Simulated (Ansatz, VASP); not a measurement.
**FeO in VASP and in Ansatz**

The input INCAR:

```
PREC = Accurate ; ENCUT = 600
EDIFF = 1E-6 ; ISMEAR = -1
SIGMA = 0.05 ; LREAL = F
LASPH = T ; NELM = 200
ALGO = Normal ; ISIF = 2
LWAVE = F ; LCHARG = F
ISPIN = 2 ; MAGMOM = 3 0
LORBIT = 11 ; LMAXMIX = 4
GGA = PE ; NBANDS = 22
GGA_COMPAT = F
```

KPOINTS

```
regular mesh
0
Gamma
  9 9 9
```

POSCAR

```
FeO
1.0
    1.5188209023      0.8768916568      2.5195772846
   -1.5188209023      0.8768916568      2.5195772846
    0.0000000000     -1.7537833136      2.5195772846
Fe O
1 1
Direct
    0.0000000000      0.0000000000      0.0000000000
    0.5000000000      0.5000000000      0.5000000000
```

File input.yaml:

```yaml
crystal:
  lattice:
    - [1.5188209023, 0.8768916568, 2.5195772846]
    - [-1.5188209023, 0.8768916568, 2.5195772846]
    - [0.0, -1.7537833136, 2.5195772846]
  atoms:
    - { symbol: Fe, position: [0.0, 0.0, 0.0], spin: 3.0 }
    - { symbol: O, position: [0.5, 0.5, 0.5] }
hamiltonian:
  xc: pbe
  pseudopotentials: { kind: paw }
magnetization:
  spin_polarized: true
kpoints:
  mp_grid: { grid: [9, 9, 9] }
  band_path:
    path:
      - [[0.0, 0.0, 0.0], [0.5, 0.0, 0.0], [0.5, 0.2474171719, -0.2474171719]]
      - [[0.7525828281, 0.5, 0.2474171719], [0.5, 0.5, 0.5], [0.0, 0.0, 0.0], [0.373708586, 0.0, -0.373708586]]
      - [[0.626291414, 0.373708586, 0.0], [0.5, 0.5, 0.0], [0.626291414, 0.626291414, 0.2474171719], [0.5, 0.5, 0.5]]
      - [[0.5, 0.0, 0.0], [0.7525828281, 0.373708586, 0.373708586]]
    npoints: 14
scf:
  occupations: { method: fermi_dirac, width: 0.05 }
  n_extra_bands: 6
output:
  forces: true
  stress: true
  eigenvalues: true
  fatbands: false
```

Alike in both runs: functional PBE; k mesh 9 × 9 × 9; occupations fermi-dirac, width 0.05 eV; collinear spin.

|  | VASP | Ansatz |
| --- | --- | --- |
| version | VASP 6.6.1 | Ansatz 0.2.0 |
| potentials or method | VASP PAW PBE potentials, release 64 (Fe_sv, O) | Ansatz PAW |
| plane-wave cutoff (eV) | 600 | 420 |
| valence electrons in the cell | 22 | 22 |
| task | single point | band structure |

VASP gave:

| Item | Value |
| --- | --- |
| gap on the k mesh at the Fermi level (eV) | none |
| pressure (GPa) | -3.5 |
| traceless stress, the component that is largest in VASP (GPa) | -0.73 |
| net moment per atom (μB) | 2.00 |
| size of the moment on the site where the two differ most (μB) | 0.29 |

Which values does Ansatz return?

gap on the k mesh at the Fermi level (eV): none; pressure (GPa): -1.2; traceless stress, the component that is largest in VASP (GPa): -0.72; net moment per atom (μB): 2.00; size of the moment on the site where the two differ most (μB): 0.32.

Site moments also hang on the region over which each program counts them. A gap of «none» marks a metal or a gap that the smearing closes.
